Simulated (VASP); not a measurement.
A run of VASP 6.6.1:

Contents of INCAR:

```
ALGO = Normal ; EDIFF = 1E-6
ENCUT = 520 ; GGA = PE
ISIF = 2 ; ISMEAR = -1
LASPH = T ; LCHARG = F
LREAL = F ; LWAVE = F
NBANDS = 51 ; NELM = 80
PREC = Accurate ; SIGMA = 0.05
```

File KPOINTS:

```
k-points
0
Gamma
  6 4 4
```

POSCAR

```
BaTiO3
1.0
    0.0104593357     -2.8606495633     -2.8758499847
   -4.0488679846      2.8651987975     -2.8657422349
    4.0712057879      2.8661952486     -2.8960216152
Ba Ti O
2 2 6
Direct
   -0.0082130184      0.5002672799      0.4910528833
    0.9917822258      1.0002722001     -0.0089622656
    0.4776936236      0.0001935337      0.4766912881
    0.4776700288      0.5001820120      0.9766845256
    0.5080355813      0.2450677086      0.2630957800
    0.5080402623      0.7450585143      0.7630827832
    0.5079121077      0.7559733729      0.2631707099
    0.5078990014      0.2559572920      0.7631745076
    0.0183674357      0.0004049171      0.5078881494
    1.0183727517      0.5004031695      1.0079016385
```

Potentials or basis: VASP PAW PBE potentials, release 64 (Ba_sv, Ti_sv, O).

Command:

```bash
$ cat potpaw_PBE.64/Ba_sv/POTCAR potpaw_PBE.64/Ti_sv/POTCAR potpaw_PBE.64/O/POTCAR > POTCAR
$ mpirun -np 1 vasp_std > vasp.out
```

Hardware: 1 thread of Intel Xeon 8259CL (shared host).

Question: How long does it take, and how much memory?

Answer: It took 16 min on 1 thread of Intel Xeon 8259CL, with other jobs on the host, peak memory 0.45 GiB. Counts: scf iterations 18, k points 52.
